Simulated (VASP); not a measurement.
# TePb (Fm-3m) in VASP: notebook, part 2 of 2

VASP 6.6.1. The steps go on from the part before.

**6. Single point, HF**

POSCAR reads:

```
TePb
1.0
    0.0000000000      3.2678368520      3.2678368520
    3.2678368520      0.0000000000      3.2678368520
    3.2678368520      3.2678368520      0.0000000000
Pb Te
1 1
Direct
    0.0000000000      0.0000000000      0.0000000000
    0.5000000000      0.5000000000      0.5000000000
```

INCAR.step1 reads:

```
SYSTEM = TePb
PREC     = Accurate       ! precision mode
ENCUT    = 520            ! plane-wave cutoff, eV
EDIFF    = 1E-5           ! SCF threshold, eV
ISMEAR   = 0              ! smearing method
SIGMA    = 0.01           ! smearing width, eV
LREAL    = .FALSE.        ! projectors in reciprocal space
LASPH    = .TRUE.         ! aspherical terms in the spheres
NELM     = 100            ! most SCF steps
ALGO     = Normal         ! electronic algorithm
ISIF     = 2              ! what is computed and relaxed
LWAVE    = .TRUE.         ! write WAVECAR
NBANDS   = 17             ! bands
GGA      = PE             ! functional
```

INCAR.step2 reads:

```
SYSTEM = TePb
PREC     = Accurate       ! precision mode
ENCUT    = 520            ! plane-wave cutoff, eV
EDIFF    = 1E-7           ! SCF threshold, eV
ISMEAR   = 0              ! smearing method
SIGMA    = 0.01           ! smearing width, eV
LREAL    = .FALSE.        ! projectors in reciprocal space
LASPH    = .TRUE.         ! aspherical terms in the spheres
NELM     = 100            ! most SCF steps
ALGO     = Normal         ! electronic algorithm
ISIF     = 2              ! what is computed and relaxed
LWAVE    = .FALSE.        ! write WAVECAR
LCHARG   = .TRUE.         ! write CHGCAR
GGA      = PE             ! functional
LHFCALC  = .TRUE.         ! exact exchange
AEXX     = 1.0            ! exact-exchange fraction
ALDAC    = 0.0          
AGGAC    = 0.0          
PRECFOCK = Normal       
LELF     = .TRUE.         ! ELF
LVHAR    = .TRUE.       
NBANDS   = 17             ! bands
ISTART   = 1
```

KPOINTS reads:

```
Automatic mesh
0
G
  4 4 4
  0 0 0
```

Potentials or basis: VASP PAW PBE potentials, release 64 (Pb_d, Te).

On the command line:

```
$ cat potpaw_PBE.64/Pb_d/POTCAR potpaw_PBE.64/Te/POTCAR > POTCAR
$ cp INCAR.step1 INCAR
$ mpirun -np 1 vasp_std > vasp.out
$ cp INCAR.step2 INCAR
$ mpirun -np 1 vasp_std > vasp.out
```

OUTCAR:

```text
SYSTEM = TePb
   PREC = Accurate
   ENCUT = 520
   EDIFF = 1E-7
   ISMEAR = 0
   LREAL = .FALSE.
   LASPH = .TRUE.
   NELM = 100
   ISIF = 2
   GGA = PE
   LHFCALC = .TRUE.
   AEXX = 1.0
   PRECFOCK = Normal
   ISTART = 1

 ion  position               nearest neighbor table
   1  0.000  0.000  0.000-   2 3.27   2 3.27   2 3.27   2 3.27   2 3.27   2 3.27
   2  0.500  0.500  0.500-   1 3.27   1 3.27   1 3.27   1 3.27   1 3.27   1 3.27

  LATTYP: Found a face centered cubic cell.
 ALAT       =     6.5356737040

  Lattice vectors:

 A1 = (   0.0000000000,   3.2678368520,   3.2678368520)
 A2 = (   3.2678368520,   0.0000000000,   3.2678368520)
 A3 = (   3.2678368520,   3.2678368520,   0.0000000000)

Analysis of symmetry for initial positions (statically):
=====================================================================
 Subroutine PRICEL returns:
 Original cell was already a primitive cell.

 Routine SETGRP: Setting up the symmetry group for a
 face centered cubic supercell.

 Subroutine GETGRP returns: Found 48 space group operations
 (whereof 48 operations were pure point group operations)
 out of a pool of 48 trial point group operations.

[... 151 lines left out ...]

  energy without entropy =      -17.59759600  energy(sigma->0) =      -17.59759600

 E-fermi :   3.8698     XC(G=0):   0.0000

 val. band max:        3.7502202624   @ k =   0.5000   0.0000   0.0000
 cond. band min:       9.0826704787   @ k =   0.5000   0.0000   0.0000
 fundamental gap:      5.3324502163
 Fermi energy:         3.8697756213

 k-point     1 :       0.0000    0.0000    0.0000
  band No.  band energies     occupation
      1     -20.0948      2.00000
      2     -20.0948      2.00000
      3     -20.0490      2.00000
      4     -20.0490      2.00000
      5     -20.0490      2.00000
      6     -12.6965      2.00000
[... 137 lines left out ...]
      4     -20.0434      2.00000
      5     -20.0282      2.00000
      6     -10.2007      2.00000
[... 9 lines left out ...]
     16      18.6963      0.00000
     17      21.6880      0.00000

------------------------ aborting loop because EDIFF is reached ----------------------------------------

  FORCE on cell =-STRESS in cart. coord.  units (eV):
  Direction    XX          YY          ZZ          XY          YZ          ZX
  --------------------------------------------------------------------------------------
  -------------------------------------------------------------------------------------
  Total        1.4014519      1.4014519      1.4014519      0.0000000     -0.0000000      0.0000000
  in kB       32.1719713     32.1719713     32.1719713      0.0000000     -0.0000000      0.0000000
  external PRESSURE =      32.1719713 kB  Pullay stress =       0.0000000 kB

 VOLUME and BASIS-vectors are now :
 -----------------------------------------------------------------------------
  energy-cutoff  :      520.00
  volume of cell :       69.79
      direct lattice vectors                 reciprocal lattice vectors
     0.000000000  3.267836852  3.267836852    -0.153006415  0.153006415  0.153006415
     3.267836852  0.000000000  3.267836852     0.153006415 -0.153006415  0.153006415
     3.267836852  3.267836852  0.000000000     0.153006415  0.153006415 -0.153006415

 POSITION                                       TOTAL-FORCE (eV/Angst)
 -----------------------------------------------------------------------------------
      0.00000      0.00000      0.00000         0.000000     -0.000000      0.000000
      3.26784      3.26784      3.26784        -0.000000      0.000000     -0.000000
 -----------------------------------------------------------------------------------
    total drift:                               -0.000000      0.000000      0.000000

  FREE ENERGIE OF THE ION-ELECTRON SYSTEM (eV)
  ---------------------------------------------------
  free  energy   TOTEN  =       -17.5975959958 eV

  energy  without entropy=      -17.5975959958  energy(sigma->0) =      -17.59759600
```

OUTCAR.step1:

```text
SYSTEM = TePb
   PREC = Accurate
   ENCUT = 520
   EDIFF = 1E-5
   ISMEAR = 0
   LREAL = .FALSE.
   LASPH = .TRUE.
[... 363 lines left out ...]
      0.00000      0.00000      0.00000         0.000000     -0.000000     -0.000000
      3.26784      3.26784      3.26784        -0.000000      0.000000      0.000000
 -----------------------------------------------------------------------------------
    total drift:                               -0.000000      0.000000      0.000000

  FREE ENERGIE OF THE ION-ELECTRON SYSTEM (eV)
  ---------------------------------------------------
  free  energy   TOTEN  =        -7.5135320436 eV

  energy  without entropy=       -7.5135320436  energy(sigma->0) =       -7.51353204
```

Run time: 35 min. Hardware: 1 thread of Intel Xeon Platinum 8175M at 2.50GHz (Skylake/Cascade Lake), shared host; peak memory 0.22 GiB.

What came out:

* Free energy: -17.5976 eV
* Pressure: 3.2 GPa
* Band gap on the k mesh: 5.33 eV

Caveat: the cell stands under pressure; the PAW data sets were made with another functional, which shifts forces and pressure a little; spin-orbit coupling is left out, which moves the levels of the heavy elements.

**7. The runs side by side**

| level | k mesh | smearing | grid for exact exchange (PRECFOCK) | share of exact exchange | gap on the mesh (eV) | pressure (GPa) |
| --- | --- | --- | --- | --- | --- | --- |
| PBE | 6 × 6 × 6 | gaussian 0.01 eV | - | - | 0.80 | 0.6 |
| PBE | 6 × 6 × 6 | gaussian 0.001 eV | - | - | 0.80 | 0.6 |
| PBE | 6 × 6 × 6, shifted | gaussian 0.01 eV | - | - | 1.14 | 0.6 |
| PBE-based global hybrid with 15 % exact exchange | 4 × 4 × 4 | gaussian 0.01 eV | Normal | 0.15 | 1.40 | -0.1 |
| HF | 4 × 4 × 4 | gaussian 0.01 eV | Normal | 1 | 5.33 | 3.2 |

Alike in all rows: task single point; potentials or basis VASP PAW PBE potentials, release 64 (Pb_d, Te); no spin polarisation; cell as given; cutoff (eV) 520.

On the cell as given the gap runs from 0.80 eV (PBE) to 5.33 eV (HF); the meshes differ, which moves gaps too. The pressure there spans -0.1 GPa (PBE-based global hybrid with 15 % exact exchange) to 3.2 GPa (HF); a positive pressure means that this level wants a larger cell, a negative one a smaller.

Caveats: spin-orbit coupling is left out, which moves the levels of the heavy elements; the PAW data sets were made with another functional, which shifts forces and pressure a little (at least some runs); a shifted mesh leaves out Γ, where band edges can lie (at least some runs); the cell stands under pressure (at least some runs).

Total energies depend on the potentials used, so only differences within one code and one set of settings carry meaning.
